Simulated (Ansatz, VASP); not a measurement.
Two plane-wave programs on CdS

The input INCAR:

```
  PREC = Accurate
  ENCUT = 630
  EDIFF = 1E-6
  ISMEAR = -1
  SIGMA = 0.05
  LREAL = F
  LASPH = T
  NELM = 120
  ALGO = Normal
  ISIF = 2
  LWAVE = F
  LCHARG = F
  GGA = B5
  ALDAX = 1.0
  AGGAX = 1.0
  AGGAC = 1.0
  ALDAC = 0.0
  NBANDS = 20
  GGA_COMPAT = F
```

The input KPOINTS:

```
regular mesh
0
Gamma
  8 8 8
```

Contents of POSCAR:

```
CdS
1.0
    0.0000000000      2.9165000000      2.9165000000
    2.9165000000      0.0000000000      2.9165000000
    2.9165000000      2.9165000000      0.0000000000
Cd S
1 1
Direct
    0.0000000000      0.0000000000      0.0000000000
    0.7500000000      0.7500000000      0.7500000000
```

Contents of input.yaml:

```yaml
crystal:
  lattice:
    - [0.0, 2.9165, 2.9165]
    - [2.9165, 0.0, 2.9165]
    - [2.9165, 2.9165, 0.0]
  atoms:
    - { symbol: Cd, position: [0.0, 0.0, 0.0] }
    - { symbol: S, position: [0.75, 0.75, 0.75] }
hamiltonian:
  xc: blyp
  pseudopotentials: { kind: paw }
kpoints:
  mp_grid: { grid: [8, 8, 8] }
  band_path:
    path:
      - [[0.0, 0.0, 0.0], [0.5, 0.0, 0.5], [0.5, 0.25, 0.75], [0.375, 0.375, 0.75], [0.0, 0.0, 0.0], [0.5, 0.5, 0.5], [0.625, 0.25, 0.625], [0.5, 0.25, 0.75], [0.5, 0.5, 0.5], [0.375, 0.375, 0.75]]
      - [[0.625, 0.25, 0.625], [0.5, 0.0, 0.5]]
    npoints: 14
scf:
  occupations: { method: fermi_dirac, width: 0.05 }
  n_extra_bands: 6
output:
  forces: true
  stress: true
  eigenvalues: true
  fatbands: false
```

Alike in both runs: functional BLYP; k mesh 8 × 8 × 8; occupations fermi-dirac, width 0.05 eV; no spin polarisation.

```csv
,VASP,Ansatz
version,VASP 6.6.1,Ansatz 0.2.0
potentials or method,"VASP PAW PBE potentials, release 64 (Cd_sv_GW, S)",Ansatz PAW
plane-wave cutoff (eV),630,420
valence electrons in the cell,26,26
task,single point,band structure
```

|  | VASP | Ansatz | Ansatz less VASP |
| --- | --- | --- | --- |
| gap on the k mesh at the Fermi level (eV) | 1.12 | 1.09 | -0.024 |
| least direct gap on the mesh (eV) | 1.12 | 1.09 | -0.024 |
| pressure (GPa) | 6.1 | 6.1 | +0.05 |

VASP's potentials were made for PBE, not for BLYP. The functional is the same, so the differences come from potentials, cutoffs and numerics.
